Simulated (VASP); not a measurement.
Be, 1 atom in the cell. Symmetry: P4/mmm, No. 123, tetragonal system. The conventional cell has a = 2.009 Å, b = 2.009 Å, c = 2.817 Å, α = 90.00°, β = 90.00°, γ = 90.00°. Be (site symmetry 4/mmm) has 4 Be at 2.01 Å within 2.7 Å. The cell was built from a structure type or drawn by symmetry, and may not be a known phase.

* Program: VASP 6.6.1
* Task: relaxation of cell and atoms
* Functional: PBE
* Potentials or basis: VASP PAW PBE potentials, release 64 (Be)
* Cutoff: 600 eV
* k mesh: 28 × 28 × 20
* Occupations: gaussian, width 0.1 eV
* Spin: no spin polarisation
* Dipole correction: no
* Further INCAR settings: ALGO = Normal; EDIFF = 1e-06; IBRION = 2; EDIFFG = -0.01; NSW = 100; ISIF = 3

Potentials or basis: VASP PAW PBE potentials, release 64 (Be).

Launch:

```console
$ cat potpaw_PBE.64/Be/POTCAR > POTCAR
$ mpirun -np 1 vasp_std > vasp.out
```

Hardware: 1 thread of AMD EPYC 7571 (shared host).

**Question.** Estimate the wall time of this run.

**Answer.** Wall time 4.3 min on 1 thread of AMD EPYC 7571, with other jobs on the host, peak memory 0.17 GiB. Counts: scf iterations 30, k points 1320, ion steps 6.
